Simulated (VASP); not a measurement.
KBr:

```
Br K
1.0
     0.00000    3.23263    3.23263
     3.23263    0.00000    3.23263
     3.23263    3.23263    0.00000
Br K
1 1
Direct
  0.50000 0.50000 0.50000
  0.00000 0.00000 0.00000
```

Base run:

| Item | Value |
| --- | --- |
| Program | VASP 6.6.1 |
| Functional | BLYP |
| Potentials or basis | VASP PAW PBE potentials, release 64 (Br, K_sv) |
| Cutoff | 520 eV |
| k mesh | 7 × 7 × 7 |
| Occupations | fermi-dirac, width 0.05 eV |
| Spin | no spin polarisation |

Its results: band gap on the k mesh 4.63 eV, direct; pressure 2.9 GPa.

Problem. After a change of settings the same cell gave: band gap on the k mesh 4.44 eV, direct; pressure 0.7 GPa. Which change was it?
A. functional from BLYP to PBEsol
B. functional from BLYP to r2SCAN; further incar settings from ALGO = Normal; EDIFF = 1e-07; NBANDS = 15 to ALGO = Normal; EDIFF = 1e-06; NBANDS = 15
C. functional from BLYP to PBE; dispersion from none to D3(BJ)

Solution. A.

PBEsol binds more tightly than BLYP, so the same cell stands under less pressure.

Caveats: the PAW data sets were made with another functional, which shifts forces and pressure a little.
